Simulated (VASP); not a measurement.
The system is SnAu2O3.

```
CELL_PARAMETERS angstrom
3.59879 0.00000 0.00000
-1.79939 3.11664 0.00000
0.00000 0.00000 8.74589
ATOMIC_POSITIONS crystal
Sn 0.33333 0.66667 0.66411
Au 0.00000 0.00000 0.99686
Au 0.66667 0.33333 0.33764
O 0.00000 0.00000 0.25037
O 0.66667 0.33333 0.59209
O 0.33333 0.66667 0.90893
```

- Program: VASP 6.6.1
- Task: relaxation of cell and atoms
- Functional: PBEsol
- Potentials or basis: VASP PAW PBE potentials, release 64 (Sn_d, Au, O)
- Cutoff: 600 eV
- k mesh: 6 × 6 × 4
- Occupations: fermi-dirac, width 0.03 eV
- Spin: no spin polarisation

At the start: pressure 0.2 GPa; volume 16.35 Å³/atom.

Question: How do energy, volume and symmetry change on relaxing?

Answer: Over 61 steps the energy falls by 498.9 meV/atom and the volume is 13.48 Å³/atom (-17.5 %); space group P3m1 (No. 156, to 0.1 Å) before and after.

Step by step:
| step | energy change (eV) | largest force (eV/Å) | pressure (GPa) | volume (Å³) |
| --- | --- | --- | --- | --- |
| 1 | 0.0000 | 1.2462 | 0.23 | 98.10 |
| 3 | -0.2932 | 1.3260 | 0.77 | 98.60 |
| 5 | -0.5803 | 0.8595 | -1.99 | 102.21 |
| 7 | -0.6526 | 0.5938 | 1.69 | 99.20 |
| 9 | -0.7622 | 0.4691 | -2.21 | 102.31 |
| 11 | -0.9115 | 0.9363 | 2.21 | 95.46 |
| 13 | -0.9371 | 0.7558 | 1.02 | 94.90 |
| 15 | -0.9776 | 0.4416 | -1.75 | 96.81 |
| 17 | -1.0123 | 0.5475 | 1.10 | 94.13 |
| 19 | -1.0268 | 0.5241 | 0.30 | 94.47 |
| 21 | -1.0579 | 0.6334 | -0.58 | 94.29 |
| 23 | -1.1704 | 1.3644 | -2.87 | 92.57 |
| 25 | -1.2111 | 1.6156 | -2.63 | 91.71 |
| 27 | -1.2928 | 3.2013 | -0.05 | 87.91 |
| 29 | -1.3603 | 2.8319 | -0.59 | 87.97 |
| 31 | -1.4404 | 3.8780 | 8.52 | 81.13 |
| 33 | -1.7539 | 2.5397 | 1.47 | 83.90 |
| 35 | -2.0239 | 2.1276 | 0.06 | 83.00 |
| 37 | -2.3701 | 1.5943 | -2.13 | 82.96 |
| 39 | -2.6859 | 1.2946 | -1.60 | 80.48 |
| 41 | -2.8023 | 0.7643 | 1.84 | 78.63 |
| 43 | -2.9310 | 0.4959 | 1.20 | 79.76 |
| 45 | -2.9612 | 0.2492 | -1.95 | 81.33 |
| 47 | -2.9822 | 0.3160 | 0.58 | 80.29 |
| 49 | -2.9912 | 0.0851 | 0.08 | 80.58 |
| 51 | -2.9927 | 0.0584 | -0.18 | 80.86 |
| 53 | -2.9931 | 0.0355 | 0.22 | 80.71 |
| 55 | -2.9933 | 0.0273 | 0.00 | 80.83 |
| 57 | -2.9935 | 0.0180 | -0.04 | 80.89 |
| 59 | -2.9935 | 0.0116 | 0.10 | 80.85 |
| 61 | -2.9935 | 0.0075 | -0.03 | 80.91 |

Final structure:
```
Sn Au O
1.0
     3.36442    0.00000    0.00000
    -1.68221    2.91367    0.00000
     0.00000    0.00000    8.25333
Sn Au O
1 2 3
Direct
  0.33333 0.66667 0.58190
  0.00000 0.00000 0.98735
  0.66667 0.33333 0.21082
  0.00000 0.00000 0.44324
  0.66667 0.33333 0.66067
  0.33333 0.66667 0.86601
```

Caveat: the volume moved by over 15 % at a fixed basis, so the end points are rough; the PAW data sets were made with another functional, which shifts forces and pressure a little.
